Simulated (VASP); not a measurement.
# P (Cmce) in VASP: single point with PBE

Aim: the single point of P with PBE.

All numbers are computed with VASP 6.6.1; they aren't measurements. Logs are shortened: lines on timing, memory, paths and dates and some standing lists are left out, and cuts for length are marked.

**1. The cell of the first run**

Symmetry: Cmce, No. 64, orthorhombic system. The conventional cell has a = 3.320 Å, b = 11.271 Å, c = 4.541 Å, α = 90.00°, β = 90.00°, γ = 90.00°. P (site symmetry m) has 3 P at 2.23 to 2.26 Å within 3.0 Å.

**2. Single point, PBE**

Input file INCAR:

```
PREC = Accurate
ENCUT = 520
EDIFF = 1E-6
ISMEAR = 0
SIGMA = 0.05
LREAL = False
LASPH = True
NELM = 100
ALGO = Normal
ISIF = 2
LWAVE = False
LCHARG = False
GGA = PE
NBANDS = 18
```

Input file KPOINTS:

```
regular mesh
0
Gamma
  6 6 4
```

Input file POSCAR:

```
P
1.0
    1.6602135581     -5.6356367101      0.0000000000
    1.6602135581      5.6356367101      0.0000000000
    0.0000000000      0.0000000000      4.5412890097
P
4
Direct
    0.4059342071      0.5940657929      0.5859043288
    0.5940657929      0.4059342071      0.4140956712
    0.9059342071      0.0940657929      0.9140956712
    0.0940657929      0.9059342071      0.0859043288
```

Potentials or basis: VASP PAW PBE potentials, release 64 (P).

Launch:

```sh
> cat potpaw_PBE.64/P/POTCAR > POTCAR
> mpirun -np 1 vasp_std > vasp.out
```

OUTCAR:

```text
PREC = Accurate
   ENCUT = 520
   EDIFF = 1E-6
   ISMEAR = 0
   LREAL = False
   LASPH = True
   NELM = 100
   ISIF = 2
   GGA = PE

 ion  position               nearest neighbor table
   1  0.406  0.594  0.586-   3 2.23   3 2.23   2 2.26
   2  0.594  0.406  0.414-   4 2.23   4 2.23   1 2.26
   3  0.906  0.094  0.914-   1 2.23   1 2.23   4 2.26
   4  0.094  0.906  0.086-   2 2.23   2 2.23   3 2.26

  LATTYP: Found a base centered orthorhombic cell.
 ALAT       =     3.3204271162
 B/A-ratio  =     3.3945251697
 C/A-ratio  =     1.3676821839

  Lattice vectors:

 A1 = (   1.6602135581,  -5.6356367101,   0.0000000000)
 A2 = (   1.6602135581,   5.6356367101,   0.0000000000)
 A3 = (   0.0000000000,   0.0000000000,   4.5412890097)

Analysis of symmetry for initial positions (statically):
=====================================================================
 Subroutine PRICEL returns:
 Original cell was already a primitive cell.

 Routine SETGRP: Setting up the symmetry group for a
 base centered orthorhombic supercell.

 Subroutine GETGRP returns: Found  8 space group operations
 (whereof  4 operations were pure point group operations)
 out of a pool of  8 trial point group operations.

The static configuration has the point symmetry C_2h.
 The point group associated with its full space group is D_2h.

Analysis of symmetry for dynamics (positions and initial velocities):
=====================================================================
 Subroutine PRICEL returns:
 Original cell was already a primitive cell.

 Routine SETGRP: Setting up the symmetry group for a
 base centered orthorhombic supercell.

 Subroutine GETGRP returns: Found  8 space group operations
 (whereof  4 operations were pure point group operations)
 out of a pool of  8 trial point group operations.

The dynamic configuration has the point symmetry C_2h.
 The point group associated with its full space group is D_2h.

 Subroutine INISYM returns: Found  8 space group operations
 (whereof  4 operations are pure point group operations),
 and found     1 'primitive' translations

----------------------------------------------------------------------------------------

                                     Primitive cell
[... 92 lines left out ...]
   LASPH  =      T    aspherical Exc in radial PAW
   ENCUT  =  520.0 eV  38.22 Ry    6.18 a.u.  10.92 10.92  8.44*2*pi/ulx,y,z
   NELM   =    100;   NELMIN=  2; NELMDL= -5     # of ELM steps
   EDIFF  = 0.1E-05   stopping-criterion for ELM
   LREAL  =      F    real-space projection
   EDIFFG = 0.1E-04   stopping-criterion for IOM
   NSW    =      0    number of steps for IOM
   IBRION =     -1    ionic relax: 0-MD 1-quasi-New 2-CG
   NFREE  =      0    steps in history (QN), initial steepest desc. (CG)
   ISIF   =      2    stress and relaxation
   ISYM   =      2    0-nonsym 1-usesym 2-fastsym
   POTIM  = 0.5000    time-step for ionic-motion
   TEBEG  =    0.0;   TEEND  =   0.0 temperature during run
   PSTRESS=    0.0 pullay stress
   NELECT =      20.0000    total number of electrons
   NUPDOWN=      -1.0000    fix difference up-down
   EMIN   =  10.00;   EMAX   =-10.00  energy-range for DOS
   EFERMI =   0.00;   METHOD = LEGACY
   ISMEAR =     0;   SIGMA  =   0.05  broadening in eV -4-tet -1-fermi 0-gaus
   EFERMI_NEDOS =   21; number of points for ismear=-14 and -15
   IALGO  =     38    algorithm
   IMIX   =      4    mixing-type and parameters
     AMIX     =   0.40;   BMIX     =  1.00
     AMIX_MAG =   1.60;   BMIX_MAG =  1.00
  volume/ion in A,a.u.               =      21.24       143.37
  Fermi-wavevector in a.u.,A,eV,Ry     =   1.010756  1.910051 13.900076  1.021627
  Thomas-Fermi vector in A             =   2.143764
   LORBIT       =      0    0 simple, 1 ext, 2 COOP (PROOUT), +10 PAW based schemes
   GGA     = PE    functional components
   LHFCALC =     F    Hartree Fock is set to
   AEXX    =    0.0000 exact exchange contribution
   IVDW    =     0    specifies the selected vdW correction
   LEPSILON=     F    determine dielectric tensor
   LRPA    =     F    only Hartree local field effects (RPA)
 non-spin polarized calculation
 Gauss-broadening in eV      SIGMA  =   0.05
  energy-cutoff  :      520.00
  volume of cell :       84.98
 maximum number of plane-waves:      2302
 NGX is ok and might be reduce to    48
   NGX = 21   NGY = 21   NGZ = 17

 number of electron      19.9999998 magnetization

 Free energy of the ion-electron system (eV)
  ---------------------------------------------------
  ext. energy  EPLUGINS =         0.00000000
  ---------------------------------------------------
  free energy    TOTEN  =       -21.49123121 eV

  energy without entropy =      -21.49118690  energy(sigma->0) =      -21.49120906

 E-fermi :   5.4314     XC(G=0):  -9.2399

 val. band max:        5.3575648312   @ k =   0.5000   0.5000   0.0000
 cond. band min:       5.5051988771   @ k =   0.5000   0.5000   0.0000
 fundamental gap:      0.1476340459
 Fermi energy:         5.4313818566

 k-point     1 :       0.0000    0.0000    0.0000
  band No.  band energies     occupation
      1     -10.1109      2.00000
      2      -7.4224      2.00000
      3      -4.2178      2.00000
      4      -1.1023      2.00000
      5       0.4180      2.00000
      6       0.6090      2.00000
[... 481 lines left out ...]
      5      -0.1642      2.00000
      6       0.8619      2.00000
[... 10 lines left out ...]
     17      10.6412      0.00000
     18      11.7839      0.00000

 [... further k-points ...]

------------------------ aborting loop because EDIFF is reached ----------------------------------------

  FORCE on cell =-STRESS in cart. coord.  units (eV):
  Direction    XX          YY          ZZ          XY          YZ          ZX
  --------------------------------------------------------------------------------------
  -------------------------------------------------------------------------------------
  Total       -0.1187334     -0.1586454     -0.0780065      0.0000000      0.0000000      0.0000000
  in kB       -2.2385540     -2.9910382     -1.4707044      0.0000000      0.0000000      0.0000000
  external PRESSURE =      -2.2334322 kB  Pullay stress =       0.0000000 kB

 VOLUME and BASIS-vectors are now :
 -----------------------------------------------------------------------------
  energy-cutoff  :      520.00
  volume of cell :       84.98
      direct lattice vectors                 reciprocal lattice vectors
     1.660213558 -5.635636710  0.000000000     0.301166074 -0.088721120  0.000000000
     1.660213558  5.635636710  0.000000000     0.301166074  0.088721120  0.000000000
     0.000000000  0.000000000  4.541289010     0.000000000  0.000000000  0.220201797

 POSITION                                       TOTAL-FORCE (eV/Angst)
 -----------------------------------------------------------------------------------
      1.66021      1.06024      2.66076         0.000000     -0.034417      0.019553
      1.66021     -1.06024      1.88053         0.000000      0.034417     -0.019553
      1.66021     -4.57540      4.15117         0.000000     -0.034417     -0.019553
      1.66021      4.57540      0.39012         0.000000      0.034417      0.019553
 -----------------------------------------------------------------------------------
    total drift:                                0.000000     -0.000000     -0.000000

  FREE ENERGIE OF THE ION-ELECTRON SYSTEM (eV)
  ---------------------------------------------------
  free  energy   TOTEN  =       -21.4912312105 eV

  energy  without entropy=      -21.4911869025  energy(sigma->0) =      -21.49120906
```

OSZICAR:

```text
N       E                     dE             d eps       ncg     rms          rms(c)
DAV:   1     0.613565264115E+02    0.61357E+02   -0.82041E+03  1404   0.937E+02
DAV:   2    -0.176121645836E+02   -0.78969E+02   -0.75719E+02  1886   0.150E+02
DAV:   3    -0.215994428338E+02   -0.39873E+01   -0.39575E+01  1872   0.346E+01
DAV:   4    -0.216463350836E+02   -0.46892E-01   -0.46849E-01  1858   0.443E+00
DAV:   5    -0.216472693703E+02   -0.93429E-03   -0.93419E-03  1788   0.595E-01    0.998E+00
DAV:   6    -0.215369779806E+02    0.11029E+00   -0.56877E-02  1658   0.122E+00    0.592E+00
DAV:   7    -0.214906848399E+02    0.46293E-01   -0.10505E-01  1668   0.170E+00    0.262E-01
DAV:   8    -0.214910640549E+02   -0.37922E-03   -0.99441E-03  1616   0.560E-01    0.128E-01
DAV:   9    -0.214911700237E+02   -0.10597E-03   -0.40391E-04  1860   0.119E-01    0.765E-02
DAV:  10    -0.214912166141E+02   -0.46590E-04   -0.56582E-05  1676   0.402E-02    0.329E-02
DAV:  11    -0.214912305393E+02   -0.13925E-04   -0.18213E-05  1624   0.277E-02    0.852E-03
DAV:  12    -0.214912312105E+02   -0.67124E-06   -0.63006E-07  1088   0.470E-03
   1 F= -.21491231E+02 E0= -.21491209E+02  d E =-.443080E-04
```

It took 65 s on 1 thread of Intel Xeon 8259CL, shared host; peak memory 0.27 GiB.

What came out:

| Quantity | Value |
| --- | --- |
| Free energy | -21.4912 eV |
| Pressure | -0.2 GPa |
| Largest force | 0.040 eV/Å |
| Band gap on the k mesh | 0.15 eV |

Forces on the atoms (eV/Å):
```
P    0.000 -0.034  0.020
P    0.000  0.034 -0.020
P    0.000 -0.034 -0.020
P    0.000  0.034  0.020
```

Levels at points of the mesh, in eV from the valence-band top:
```tsv
k point	band 8	band 9	band 10	band 11	band 12	band 13
(0.00, 0.00, 0.00)	-2.59	-2.31	-0.98	0.79	1.19	2.07
(0.50, 0.00, 0.00)	-3.21	-2.48	-2.48	0.80	0.80	1.55
(0.50, 0.50, 0.00)	-2.19	-1.60	0.00	0.15	1.00	2.23
(0.00, 0.00, 0.50)	-3.03	-1.49	-1.49	1.55	1.55	2.95
(0.50, 0.00, 0.50)	-5.18	-1.71	-1.71	1.84	1.84	3.55
(0.50, 0.50, 0.50)	-2.77	-1.76	-1.76	1.53	1.53	2.59
```

A k mesh can miss the band edges.
